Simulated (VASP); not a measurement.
# H2C18O in VASP: single point with PBE+D3(BJ)

Aim: the single point of H2C18O with PBE+D3(BJ).

All numbers are computed with VASP 6.6.1; they aren't measurements. Logs are shortened: lines on timing, memory, paths and dates and some standing lists are left out, and cuts for length are marked.

## Step 1: The cell of the first run

The cell holds a slab with vacuum, 21 atoms: a = 7.398 Å, b = 7.398 Å, c = 13.000 Å, α = 90.00°, β = 90.00°, γ = 120.00°.

## Step 2: Single point, PBE+D3(BJ)

The input, INCAR:

```
SYSTEM = H2C18O
  PREC = Accurate
  ENCUT = 520
  EDIFF = 1E-7
  ISMEAR = -1
  SIGMA = 0.05
  LREAL = Auto
  LASPH = .TRUE.
  NELM = 100
  ALGO = Normal
  ISIF = 2
  LWAVE = .FALSE.
  LCHARG = .TRUE.
  GGA = PE
  IVDW = 12
  LELF = .TRUE.
  LVHAR = .TRUE.
  NBANDS = 56
```

The input, KPOINTS:

```
regular mesh
0
G
  2 2 1
  0 0 0
```

The input, POSCAR:

```
H2C18O
1.0
    7.3980000000      0.0000000000      0.0000000000
   -3.6990000000      6.4068560000      0.0000000000
    0.0000000000      0.0000000000     13.0000000000
C O H
18 1 2
Direct
   -0.0043267657     -0.0022588302      0.0601860000
    0.2194816698      0.1095872921      0.0601051538
   -0.0034752842      0.3323641112      0.0600905385
    0.2184628706      0.4432298775      0.0601283846
   -0.0030725018      0.6647755155      0.0598828462
    0.2180353766      0.7753600206      0.0596239231
    0.3300604827     -0.0007487292      0.0597682308
    0.5519659823      0.1100866010      0.0598872308
    0.3304432755      0.3315226688      0.0601916923
    0.5514349837      0.4419791860      0.0601394615
    0.3290839721      0.6643882741      0.0598593077
    0.5529426351      0.7763626965      0.0599893846
    0.6637914843     -0.0017365772      0.0599684615
    0.8847736761      0.1086152085      0.0601518462
    0.6623118785      0.3310876661      0.0600769231
    0.8860437731      0.4428142290      0.0600156923
    0.6632750291      0.6657855273      0.0601419231
    0.8851800603      0.7767177848      0.0601123846
    0.2907101843      0.7903108795      0.3183480000
    0.2210690402      0.8714692511      0.3121897692
    0.2690379958      0.7240362512      0.2514506154
```

Potentials or basis: VASP PAW PBE potentials, release 64 (C, O, H).

Command:

```console
> cat potpaw_PBE.64/C/POTCAR potpaw_PBE.64/O/POTCAR potpaw_PBE.64/H/POTCAR > POTCAR
> mpirun -np 1 vasp_std > vasp.out
```

OUTCAR:

```text
SYSTEM = H2C18O
   PREC = Accurate
   ENCUT = 520
   EDIFF = 1E-7
   ISMEAR = -1
   LREAL = Auto
   LASPH = .TRUE.
   NELM = 100
   ISIF = 2
   GGA = PE
   IVDW = 12
 IVDW          = 12

 ion  position               nearest neighbor table
   1  0.996  0.998  0.060-  18 1.42  14 1.42   2 1.43
   2  0.219  0.110  0.060-   7 1.42   9 1.42   1 1.43
   3  0.997  0.332  0.060-  16 1.42   4 1.42  14 1.43
   4  0.218  0.443  0.060-  11 1.42   3 1.42   9 1.43
   5  0.997  0.665  0.060-   6 1.42  16 1.42  18 1.43
   6  0.218  0.775  0.060-   5 1.42  11 1.42   7 1.43
[... 10 lines left out ...]
  17  0.663  0.666  0.060-  12 1.42  18 1.42  10 1.43
  18  0.885  0.777  0.060-   1 1.42  17 1.42   5 1.43
  19  0.291  0.790  0.318-  20 0.97  21 0.97
  20  0.221  0.871  0.312-  19 0.97
  21  0.269  0.724  0.251-  19 0.97

  LATTYP: Found a hexagonal cell.
 ALAT       =     7.3980000000
 C/A-ratio  =     1.7572316842

  Lattice vectors:

 A1 = (   7.3980000000,   0.0000000000,   0.0000000000)
 A2 = (  -3.6990000000,   6.4068560000,   0.0000000000)
 A3 = (   0.0000000000,   0.0000000000,  13.0000000000)

Analysis of symmetry for initial positions (statically):
=====================================================================
 Subroutine PRICEL returns:
 Original cell was already a primitive cell.

 Routine SETGRP: Setting up the symmetry group for a
 hexagonal supercell.

 Subroutine GETGRP returns: Found  1 space group operations
 (whereof  1 operations were pure point group operations)
 out of a pool of 24 trial point group operations.

The static configuration has the point symmetry C_1 .

Analysis of symmetry for dynamics (positions and initial velocities):
=====================================================================
 Subroutine PRICEL returns:
 Original cell was already a primitive cell.

 Routine SETGRP: Setting up the symmetry group for a
 hexagonal supercell.

 Subroutine GETGRP returns: Found  1 space group operations
 (whereof  1 operations were pure point group operations)
 out of a pool of 24 trial point group operations.

The dynamic configuration has the point symmetry C_1 .

 Subroutine INISYM returns: Found  1 space group operations
 (whereof  1 operations are pure point group operations),
 and found     1 'primitive' translations

[... 114 lines left out ...]
   NSW    =      0    number of steps for IOM
   IBRION =     -1    ionic relax: 0-MD 1-quasi-New 2-CG
   NFREE  =      0    steps in history (QN), initial steepest desc. (CG)
   ISIF   =      2    stress and relaxation
   ISYM   =      2    0-nonsym 1-usesym 2-fastsym
   POTIM  = 0.5000    time-step for ionic-motion
   TEBEG  =    0.0;   TEEND  =   0.0 temperature during run
   PSTRESS=    0.0 pullay stress
   NELECT =      80.0000    total number of electrons
   NUPDOWN=      -1.0000    fix difference up-down
   EMIN   =  10.00;   EMAX   =-10.00  energy-range for DOS
   EFERMI =   0.00;   METHOD = LEGACY
   ISMEAR =    -1;   SIGMA  =   0.05  broadening in eV -4-tet -1-fermi 0-gaus
   EFERMI_NEDOS =   21; number of points for ismear=-14 and -15
   IALGO  =     38    algorithm
   IMIX   =      4    mixing-type and parameters
     AMIX     =   0.40;   BMIX     =  1.00
     AMIX_MAG =   1.60;   BMIX_MAG =  1.00
  volume/ion in A,a.u.               =      29.34       198.01
  Fermi-wavevector in a.u.,A,eV,Ry     =   0.828967  1.566521  9.349739  0.687186
  Thomas-Fermi vector in A             =   1.941434
   LORBIT       =      0    0 simple, 1 ext, 2 COOP (PROOUT), +10 PAW based schemes
   GGA     = PE    functional components
   LHFCALC =     F    Hartree Fock is set to
   AEXX    =    0.0000 exact exchange contribution
   IVDW    =    12    specifies the selected vdW correction
   LEPSILON=     F    determine dielectric tensor
   LRPA    =     F    only Hartree local field effects (RPA)
 non-spin polarized calculation
  energy-cutoff  :      520.00
  volume of cell :      616.17
 maximum number of plane-waves:     16651
 NGX is ok and might be reduce to    56
   NGX = 27   NGY = 27   NGZ = 49

 number of electron      80.0000004 magnetization

 Free energy of the ion-electron system (eV)
  ---------------------------------------------------
  ext. energy  EPLUGINS =         0.00000000
  ---------------------------------------------------
  free energy    TOTEN  =      -179.87323294 eV

  energy without entropy =     -179.82236643  energy(sigma->0) =     -179.84779969

 E-fermi :  -2.0980     XC(G=0):  -3.7776

 val. band max:       -2.1592455739   @ k =   0.0000   0.0000   0.0000
 cond. band min:      -2.0340074944   @ k =   0.0000   0.0000   0.0000
 fundamental gap:      0.1252380795
 Fermi energy:        -2.0979739434

 k-point     1 :       0.0000    0.0000    0.0000
  band No.  band energies     occupation
      1     -22.7102      2.00000
      2     -21.6184      2.00000
      3     -19.0959      2.00000
      4     -19.0742      2.00000
      5     -19.0314      2.00000
      6     -19.0199      2.00000
[... 209 lines left out ...]
     51       3.8805      0.00000
     52       3.9345      0.00000
 [bands above 52 left out]

------------------------ aborting loop because EDIFF is reached ----------------------------------------

 Edisp (eV)   -1.71964

 E8    (eV) :    -0.5260

  FORCE on cell =-STRESS in cart. coord.  units (eV):
  Direction    XX          YY          ZZ          XY          YZ          ZX
  --------------------------------------------------------------------------------------
  -------------------------------------------------------------------------------------
  Total       1.00446     1.18243    -0.14304     0.03848     0.04986    -0.01896
  in kB       2.61181     3.07456    -0.37193     0.10006     0.12965    -0.04929
  external pressure =        1.77 kB  Pullay stress =        0.00 kB

 VOLUME and BASIS-vectors are now :
 -----------------------------------------------------------------------------
  energy-cutoff  :      520.00
  volume of cell :      616.17
      direct lattice vectors                 reciprocal lattice vectors
     7.398000000  0.000000000  0.000000000     0.135171668  0.078041398  0.000000000
    -3.699000000  6.406856000  0.000000000     0.000000000  0.156082796  0.000000000
     0.000000000  0.000000000 13.000000000     0.000000000  0.000000000  0.076923077

 POSITION                                       TOTAL-FORCE (eV/Angst)
 -----------------------------------------------------------------------------------
      3.67535      6.39238      0.78242         0.001148      0.011399     -0.001906
      1.21836      0.70211      0.78137        -0.015777      0.006803     -0.000586
      6.14288      2.12941      0.78118         0.020193     -0.015429      0.001529
     -0.02332      2.83971      0.78167         0.006271     -0.000946     -0.002091
      4.91626      4.25912      0.77848        -0.011048     -0.003815      0.000500
     -1.25503      4.96762      0.77511         0.017838      0.013217     -0.002918
[... 13 lines left out ...]
     -1.58810      5.58338      4.05847        -0.074777      0.066333      0.054933
     -0.68787      4.63880      3.26886         0.047594     -0.056894     -0.074013
 -----------------------------------------------------------------------------------
    total drift:                                0.002044      0.002646     -0.063982

  FREE ENERGIE OF THE ION-ELECTRON SYSTEM (eV)
  ---------------------------------------------------
  free  energy   TOTEN  =      -181.5928744603 eV

  energy  without entropy=     -181.5420079431  energy(sigma->0) =     -181.56744120
```

It took 6.3 min on 1 thread of AMD EPYC 7R43 (Zen 3), shared host; peak memory 0.59 GiB.

Results:

```
Free energy                : -181.5929 eV
Largest force              : 0.114 eV/Å
Band gap on the k mesh     : 0.13 eV
Dispersion energy per atom : -0.082 eV
```

Forces on the atoms (eV/Å):
```
C    0.001  0.011 -0.002
C   -0.016  0.007 -0.001
C    0.020 -0.015  0.002
C    0.006 -0.001 -0.002
C   -0.011 -0.004  0.001
C    0.018  0.013 -0.003
C    0.014 -0.016 -0.005
C   -0.012 -0.009  0.004
C   -0.013 -0.002 -0.001
C    0.007  0.011  0.000
C    0.002  0.013  0.003
C   -0.021 -0.006 -0.004
C   -0.005 -0.010  0.004
C   -0.001  0.014  0.001
C    0.017  0.005 -0.004
C   -0.024  0.011  0.000
C    0.012 -0.009 -0.001
C    0.002 -0.015 -0.003
O    0.032 -0.007  0.030
H   -0.075  0.066  0.055
H    0.048 -0.057 -0.074
```

Caveat: the k points lie up to 0.49 Å⁻¹ apart.
